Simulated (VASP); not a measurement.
CaO (zincblende type):

```
Ca O
1.0
     0.00000    2.53039    2.53039
     2.53039    0.00000    2.53039
     2.53039    2.53039    0.00000
Ca O
1 1
Direct
  0.00000 0.00000 0.00000
  0.25000 0.25000 0.25000
```

| Property | Result |
| --- | --- |
| Program | VASP 6.6.1 |
| Task | relaxation of cell and atoms |
| Functional | PBE |
| Potentials or basis | VASP PAW PBE potentials, release 64 (Ca_sv, O) |
| Cutoff | 600 eV |
| k mesh | 11 × 11 × 11 |
| Occupations | fermi-dirac, width 0.05 eV |
| Spin | no spin polarisation |

At the start: pressure 10.6 GPa; volume 16.20 Å³/atom.

Task: How do energy, volume and symmetry change on relaxing?

Result: Over 5 steps the energy falls by 57.9 meV/atom and the volume is 18.12 Å³/atom (+11.9 %); space group F-43m (No. 216, to 0.05 Å).

The path:
| step | energy change (eV) | largest force (eV/Å) | pressure (GPa) | volume (Å³) |
| --- | --- | --- | --- | --- |
| 1 | 0.0000 | 0.0000 | 10.63 | 32.40 |
| 2 | -0.1027 | 0.0000 | -2.75 | 37.71 |
| 3 | -0.1158 | 0.0000 | 0.05 | 36.22 |
| 4 | -0.1158 | 0.0000 | -0.10 | 36.30 |
| 5 | -0.1158 | 0.0000 | -0.02 | 36.25 |

Final structure:
```
CELL_PARAMETERS angstrom
0.00000 2.62669 2.62669
2.62669 0.00000 2.62669
2.62669 2.62669 0.00000
ATOMIC_POSITIONS crystal
Ca 0.00000 0.00000 0.00000
O 0.25000 0.25000 0.25000
```
